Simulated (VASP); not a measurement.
Here is a VASP 6.6.1 calculation.

Contents of INCAR:

```
SYSTEM = ReP2
PREC     = Accurate       ! precision mode
ENCUT    = 520            ! plane-wave cutoff, eV
EDIFF    = 1E-6           ! SCF threshold, eV
ISMEAR   = 0              ! smearing method
SIGMA    = 0.1            ! smearing width, eV
LREAL    = .False.        ! projectors in reciprocal space
LASPH    = .True.         ! aspherical terms in the spheres
NELM     = 100            ! most SCF steps
ALGO     = Normal         ! electronic algorithm
ISIF     = 2              ! what is computed and relaxed
LWAVE    = .False.        ! write WAVECAR
LCHARG   = .True.         ! write CHGCAR
GGA      = PE             ! functional
LELF     = .True.         ! ELF
LVHAR    = .True.       
NBANDS   = 16             ! bands
```

KPOINTS

```
Automatic mesh
0
Gamma
  12 12 18
  0 0 0
```

File POSCAR:

```
ReP2
1.0
    4.3932008630      0.0000000000      0.0000000000
   -2.1966004315      3.8046235513      0.0000000000
    0.0000000000      0.0000000000      2.5901595128
Re P
1 2
Direct
    0.0000000000      0.0000000000      0.5000000000
    0.3333333333      0.6666666667      0.5000000000
    0.6666666667      0.3333333333      0.5000000000
```

Potentials or basis: VASP PAW PBE potentials, release 64 (Re, P).

The run is started by

```bash
$ cat potpaw_PBE.64/Re/POTCAR potpaw_PBE.64/P/POTCAR > POTCAR
$ mpirun -np 1 vasp_std > vasp.out
```

Task: Predict the pressure.

Result: 0.1 GPa.

Stress tensor (GPa, compression positive):
```
 0.37  0.00  0.00
 0.00  0.37  0.00
 0.00  0.00 -0.36
```
